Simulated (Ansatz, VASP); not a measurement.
Zr: VASP beside Ansatz

```xyz
2
Lattice="0.0000 3.0812 3.0812 3.0812 0.0000 3.0812 3.0812 3.0812 0.0000" Properties=species:S:1:pos:R:3 pbc="T T T"
Zr   -0.5392   -1.0014   -1.0014
Zr    0.5392    1.0014    1.0014
```

Change from the starting cell: shortest bond scaled by 0.7, PAW files.

Alike in both runs: task single point; functional PBE; k mesh 9 × 9 × 9; occupations fermi-dirac, width 0.05 eV; no spin polarisation.

```csv
,VASP,Ansatz
version,VASP 6.6.1,Ansatz 0.2.0
potentials or method,"VASP PAW PBE potentials, release 64 (Zr_sv)","PAW with Ansatz's default frozen-core files, scalar-relativistic"
plane-wave cutoff (eV),520,420
valence electrons in the cell,24,24
```

|  | VASP | Ansatz | Ansatz less VASP |
| --- | --- | --- | --- |
| pressure (GPa) | 33.0 | 31.4 | -1.56 |
| traceless stress, the component that is largest in VASP (GPa) | -39.35 | -37.91 | +1.442 |
| rms of the force components (eV/Å) | 11.863 | 11.327 | -0.5362 |

Atom by atom the forces differ by 0.536 eV/Å (rms over components). Both programs put the cell under a high pressure, so it lies far from rest at this level.
